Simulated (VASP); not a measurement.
Here is a VASP 6.6.1 calculation.

The input INCAR:

```
SYSTEM = B2AsH2
PREC     = Accurate       ! precision mode
ENCUT    = 600            ! plane-wave cutoff, eV
EDIFF    = 1E-6           ! SCF threshold, eV
ISMEAR   = 0              ! smearing method
SIGMA    = 0.1            ! smearing width, eV
LREAL    = .False.        ! projectors in reciprocal space
LASPH    = .True.         ! aspherical terms in the spheres
NELM     = 60             ! most SCF steps
ALGO     = Normal         ! electronic algorithm
ISIF     = 3              ! what is computed and relaxed
LWAVE    = .False.        ! write WAVECAR
LCHARG   = .False.        ! write CHGCAR
GGA      = PE             ! functional
IBRION   = 2              ! ionic algorithm
NSW      = 90             ! ionic steps
EDIFFG   = -0.04          ! ionic threshold
```

The input KPOINTS:

```
Automatic mesh
0
Gamma
  6 6 4
  0 0 0
```

File POSCAR:

```
B2AsH2
1.0
    3.2595794900      0.0000000000      0.0000000000
   -1.6297897500      2.8228786400      0.0000000000
    0.0000000000      0.0000000000      5.9425738800
B H As
2 2 1
Direct
    0.3333333300      0.6666666700      0.5000000000
    0.6666666700      0.3333333300      0.5000000000
    0.0000000000      0.0000000000      0.2232397200
    0.0000000000      0.0000000000      0.7767602800
    0.0000000000      0.0000000000      0.0000000000
```

Potentials or basis: VASP PAW PBE potentials, release 64 (B, H, As).

Run with:

```sh
$ cat potpaw_PBE.64/B/POTCAR potpaw_PBE.64/H/POTCAR potpaw_PBE.64/As/POTCAR > POTCAR
$ mpirun -np 1 vasp_std > vasp.out
```

**Question.** What does it give for the relaxed volume?

**Answer.** 9.51 Å³/atom.

**Question.** Predict the relaxed cell.

**Answer.** a = 2.944 Å, b = 2.944 Å, c = 6.335 Å, α = 90.00°, β = 90.00°, γ = 120.00°.

Forces on the atoms (eV/Å):
```
B    0.000  0.000  0.000
B    0.000  0.000  0.000
H    0.000  0.000  0.008
H    0.000  0.000 -0.008
As   0.000  0.000  0.000
```

Caveat: the k points lie up to 0.41 Å⁻¹ apart in the final cell.
